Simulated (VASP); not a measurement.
A run of VASP 6.6.1 is set up as follows.

File INCAR:

```
SYSTEM = AlGa3N4
  PREC = Accurate
  ENCUT = 520
  EDIFF = 1E-7
  ISMEAR = 0
  SIGMA = 0.05
  LREAL = .FALSE.
  LASPH = .TRUE.
  NELM = 60
  ALGO = Normal
  ISIF = 2
  LWAVE = .FALSE.
  LCHARG = .FALSE.
  GGA = CA
  NBANDS = 41
```

The input KPOINTS:

```
Automatic mesh
0
G
  6 6 6
  0 0 0
```

File POSCAR:

```
AlGa3N4
1.0
    4.5460246515      0.1399658028      0.1399658028
    0.1399658028      4.5460246515      0.1399658028
    0.1399658028      0.1399658028      4.5460246515
Al Ga N
1 3 4
Direct
    0.0000000000      0.0000000000      0.0000000000
    0.5000000000      0.5000000000      0.0000000000
    0.5000000000      0.0000000000      0.5000000000
    0.0000000000      0.5000000000      0.5000000000
    0.7548078379      0.7548078379      0.2451921621
    0.7548078379      0.2451921621      0.7548078379
    0.2451921621      0.7548078379      0.7548078379
    0.2451921621      0.2451921621      0.2451921621
```

Potentials or basis: VASP PAW LDA potentials, release 64 (Al, Ga_d, N).

Launch:

```sh
$ cat potpaw_LDA.64/Al/POTCAR potpaw_LDA.64/Ga_d/POTCAR potpaw_LDA.64/N/POTCAR > POTCAR
$ mpirun -np 1 vasp_std > vasp.out
```

Predict the band gap on the k mesh.

1.68 eV, direct.

What does it give for the pressure?

-10.7 GPa.

What does it give for the largest force?

0.395 eV/Å.

Forces in eV/Å, atoms in the order of the input:
```
Al   0.170  0.170  0.170
Ga   0.165  0.165  0.147
Ga   0.165  0.147  0.165
Ga   0.147  0.165  0.165
N   -0.143 -0.143 -0.134
N   -0.143 -0.134 -0.143
N   -0.134 -0.143 -0.143
N   -0.228 -0.228 -0.228
```
